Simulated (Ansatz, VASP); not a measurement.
# Os in VASP and in Ansatz

INCAR

```
  PREC = Accurate
  ENCUT = 600
  EDIFF = 1E-6
  ISMEAR = -1
  SIGMA = 0.05
  LREAL = False
  LASPH = True
  NELM = 60
  ALGO = Normal
  ISIF = 3
  LWAVE = False
  LCHARG = False
  GGA = PE
  IBRION = 2
  NSW = 45
  EDIFFG = -0.005
```

KPOINTS

```
Automatic mesh
0
Gamma
  17 17 9
```

Contents of POSCAR:

```
Os
1.0
    2.7554753047      0.0000000000      0.0000000000
   -1.3777376524      2.3863116134      0.0000000000
    0.0000000000      0.0000000000      4.3424529262
Os
2
Direct
    0.3333333333      0.6666666667      0.2500000000
    0.6666666667      0.3333333333      0.7500000000
```

Input for Ansatz:

```yaml
crystal:
  lattice:
    - [2.7554753047, 0.0, 0.0]
    - [-1.3777376524, 2.3863116134, 0.0]
    - [0.0, 0.0, 4.3424529262]
  atoms:
    - { symbol: Os, position: [0.3333333333, 0.6666666667, 0.25] }
    - { symbol: Os, position: [0.6666666667, 0.3333333333, 0.75] }
kpoints:
  mp_grid: { grid: [17, 17, 9] }
scf:
  occupations: { method: fermi_dirac, width: 0.05 }
hamiltonian:
  xc: pbe
  pseudopotentials: { kind: all_electron, lapw: { basis_error: 0.0005 } }
output:
  forces: true
  stress: true
  eigenvalues: true
  populations: true
relax:
  f_tol: 0.005
  max_steps: 25
  cell: {}
```

Alike in both runs: task relaxation of cell and atoms; functional PBE; k mesh 17 × 17 × 9; occupations fermi-dirac, width 0.05 eV; no spin polarisation.

|  | VASP | Ansatz |
| --- | --- | --- |
| version | VASP 6.6.1 | Ansatz 0.2.0 |
| potentials or method | VASP PAW PBE potentials, release 64 (Os), cutoff 600 eV | all-electron LAPW, scalar-relativistic |

```tsv
	VASP	Ansatz	Ansatz less VASP
relaxed volume (Å³/atom)	14.28	14.28	+0.001
relaxed length of the cell vector where the two differ most in proportion (Å)	4.342	4.342	+0.0005
```

Ansatz ran all-electron here, and VASP with PAW potentials.

Neither program's run includes spin-orbit coupling.
